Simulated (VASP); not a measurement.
A run of VASP 6.6.1:

Contents of INCAR:

```
SYSTEM = Zr
PREC = Accurate
ENCUT = 520
EDIFF = 1E-6
ISMEAR = -1
SIGMA = 0.1
LREAL = .False.
LASPH = .True.
NELM = 100
ALGO = Normal
ISIF = 2
LWAVE = .False.
LCHARG = .True.
LELF = .True.
LVHAR = .True.
NBANDS = 12
```

The input KPOINTS:

```
regular mesh
0
Gamma
  20 20 20
  0 0 0
```

Contents of POSCAR:

```
Zr
1.0
    0.0000000000      2.2090893081      2.2090893081
    2.2090893081      0.0000000000      2.2090893081
    2.2090893081      2.2090893081      0.0000000000
Zr
1
Direct
    0.0000000000      0.0000000000      0.0000000000
```

Potentials or basis: VASP PAW LDA potentials, release 64 (Zr_sv).

Launch:

```sh
$ cat potpaw_LDA.64/Zr_sv/POTCAR > POTCAR
$ mpirun -np 1 vasp_std > vasp.out
```

Hardware: 1 thread of AMD EPYC 9R45 96-Core Processor (Zen 5) (shared host).

Task: How long does it take, and how much memory?

Result: Run time: 21 s on 1 thread of AMD EPYC 9R45 96-Core Processor (Zen 5), with other jobs on the host, peak memory 0.15 GiB. Counts: scf iterations 11, k points 256.
